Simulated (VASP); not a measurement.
Input of a VASP 6.6.1 run:

File INCAR:

```
  PREC = Accurate
  ENCUT = 520
  EDIFF = 1E-6
  ISMEAR = -1
  SIGMA = 0.06122561905347299
  LREAL = False
  LASPH = True
  NELM = 60
  ALGO = Normal
  ISIF = 2
  LWAVE = False
  LCHARG = False
  GGA = PE
  NBANDS = 12
```

Contents of KPOINTS:

```
Automatic mesh
0
Gamma
  16 16 16
```

POSCAR

```
Ti
1.0
    0.0000000000      2.0701855930      2.0701855930
    2.0701855930      0.0000000000      2.0701855930
    2.0701855930      2.0701855930      0.0000000000
Ti
1
Direct
    0.0000000000      0.0000000000      0.0000000000
```

Potentials or basis: VASP PAW PBE potentials, release 64 (Ti_sv).

The run is started by

```sh
$ cat potpaw_PBE.64/Ti_sv/POTCAR > POTCAR
$ mpirun -np 1 vasp_std > vasp.out
```

**Question.** Estimate the pressure.

**Answer.** -2.3 GPa.

**Question.** What does it give for the band gap on the k mesh?

**Answer.** Zero (bands 6 and 7 overlap by 1.23 eV).
